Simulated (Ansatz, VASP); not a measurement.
**One calculation of HfN, two programs**

The input INCAR:

```
SYSTEM = HfN
ALGO = Normal
EDIFF = 1E-6
ENCUT = 520
GGA = PS
ISIF = 2
ISMEAR = 0
LASPH = .True.
LCHARG = .True.
LELF = .True.
LREAL = .False.
LVHAR = .True.
LWAVE = .False.
NBANDS = 14
NELM = 60
PREC = Accurate
SIGMA = 0.1
```

File KPOINTS:

```
k-points
0
Gamma
  11 11 15
  0 0 0
```

File POSCAR:

```
HfN
1.0
    3.0974782453     -0.0000005495      0.0018450873
   -0.0000005495      3.0974782453      0.0018450873
    1.5501241595      1.5501241595      2.2752317626
Hf N
1 1
Direct
    0.5000000000      0.5000000000      0.0000000000
    0.0000000000      0.0000000000      0.0000000000
```

Input for Ansatz:

```yaml
crystal:
  lattice:
    - [3.0974782453, -5.495e-07, 0.0018450873]
    - [-5.495e-07, 3.0974782453, 0.0018450873]
    - [1.5501241595, 1.5501241595, 2.2752317626]
  atoms:
    - { symbol: Hf, position: [0.5, 0.5, 0.0] }
    - { symbol: "N", position: [0.0, 0.0, 0.0] }
basis:
  ecutwfc: 420
kpoints:
  mp_grid: { grid: [11, 11, 15] }
hamiltonian:
  xc: pbesol
scf:
  occupations: { method: gaussian, width: 0.1 }
output:
  forces: true
  stress: true
  eigenvalues: true
  write_density: true
  write_potential: true
  elf: true
  volumetric_format: npy
```

Change from the starting cell: band edges of the strained film's bulk.

Alike in both runs: task single point; functional PBEsol; k mesh 11 × 11 × 15; occupations gaussian, width 0.1 eV; no spin polarisation.

|  | VASP | Ansatz |
| --- | --- | --- |
| version | VASP 6.6.1 | Ansatz 0.2.0 |
| potentials or method | VASP PAW PBE potentials, release 64 (Hf_pv, N), cutoff 520 eV | scalar-relativistic, plane waves, PAW |
| valence electrons in the cell | 15 | 31 |

```tsv
	VASP	Ansatz	Ansatz less VASP
gap on the k mesh at the Fermi level (eV)	none	none	-
pressure (GPa)	12.7	14.9	+2.20
traceless stress, the component that is largest in VASP (GPa)	-14.90	-14.94	-0.045
```

VASP's potentials were made for PBE, not for PBEsol. A gap of «none» marks a metal or a gap that the smearing closes. With one functional, cell and mesh, what is left measures potentials, basis and numerics. VASP's potentials hold 15 valence electrons a cell and Ansatz's 31, so a difference there can come from the potentials and not from the codes.

Spin-orbit coupling is off throughout.
